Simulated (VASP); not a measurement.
Al2O3 (Corundum): single point with LDA

**Experimental background.**

From “Multi-petahertz electron interference in Cr:Al2O3 solid-state material”, 2018, pmc:5906618, for a bulk crystal of Al2O3: band gap 8.7 eV (optical).

Al2O3 (Corundum):

```
Al O
1.0
     2.36434    1.36505    4.29670
    -2.36434    1.36505    4.29670
     0.00000   -2.73011    4.29670
Al O
4 6
Cartesian
  0.0000 0.0000 4.5371
  0.0000 0.0000 1.9080
  0.0000 0.0000 8.3530
  0.0000 0.0000 10.9821
  -0.9182 1.3651 7.5192
  -0.7231 -1.4777 7.5192
  1.6413 0.1126 7.5192
  0.9182 -1.3651 5.3709
  0.7231 1.4777 5.3709
  -1.6413 -0.1126 5.3709
```

- Program: VASP 6.6.1
- Task: single point
- Functional: LDA
- Potentials or basis: VASP PAW LDA potentials, release 64 (Al, O)
- Cutoff: 520 eV
- k mesh: 6 × 6 × 6
- Occupations: fermi-dirac, width 0.02 eV
- Spin: no spin polarisation

```yaml
Pressure: 1.0 GPa
Largest_force: 0.003 eV/Å
Band_gap_on_the_k_mesh: 6.45 eV, direct
```

Forces in eV/Å, atoms in the order of the input:
```
Al   0.000  0.000 -0.001
Al   0.000  0.000  0.001
Al   0.000  0.000  0.001
Al   0.000  0.000 -0.001
O   -0.003  0.000  0.000
O    0.002 -0.003  0.000
O    0.002  0.003  0.000
O    0.003  0.000  0.000
O   -0.002  0.003  0.000
O   -0.002 -0.003  0.000
```

Stress tensor (GPa, compression positive):
```
1.01 0.00 0.00
0.00 1.01 0.00
0.00 0.00 0.83
```

Levels at points of the mesh, in eV from the valence-band top:
```tsv
k point	band 22	band 23	band 24	band 25	band 26	band 27
(0.00, 0.00, 0.00)	-0.04	-0.04	0.00	6.45	9.09	10.80
(0.50, 0.00, 0.00)	-0.94	-0.29	-0.29	9.48	9.48	9.76
(0.50, 0.50, 0.00)	-0.95	-0.78	-0.26	9.46	9.86	9.98
(0.50, 0.50, 0.50)	-0.39	-0.39	-0.39	8.77	8.77	11.01
```

It took 40 s on 1 thread of Intel(R) Xeon(R) 6975P-C (Granite Rapids), with other jobs on the host, peak memory 0.22 GiB.

Against the measured gap of Al2O3, 8.7 eV (optical; quoted in “Multi-petahertz electron interference in Cr:Al2O3 solid-state material”, 2018, pmc:5906618), the calculated 6.45 eV is off by -2.25 eV. The value is that of LDA on a finite k mesh, which can miss the band edges, without temperature or zero-point motion. Semilocal functionals fall short of measured gaps as a rule.
